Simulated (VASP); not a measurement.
Si, 16 atoms in the cell. The typed cell holds 16 atoms: a = 7.699 Å, b = 7.699 Å, c = 7.699 Å, α = 60.00°, β = 60.00°, γ = 60.00°. 

- Program: VASP 6.6.1
- Task: single point
- Functional: PBE
- Potentials or basis: VASP PAW PBE potentials, release 64 (Si)
- Cutoff: 520 eV
- k mesh: 2 × 2 × 2
- Occupations: fermi-dirac, width 0.086 eV
- Spin: no spin polarisation
- Dipole correction: no
- Further INCAR settings: LREAL = Auto; ALGO = Normal; EDIFF = 1e-07; NBANDS = 46

Potentials or basis: VASP PAW PBE potentials, release 64 (Si).

The run is started by

```console
$ cat potpaw_PBE.64/Si/POTCAR > POTCAR
$ mpirun -np 1 vasp_std > vasp.out
```

Hardware: 1 thread of AMD EPYC 7R13, on a shared host.

Estimate the wall time of this run.

It took 6 min on 1 thread of AMD EPYC 7R13, on a shared host, peak memory 0.43 GiB. Counts: scf iterations 15, k points 8.
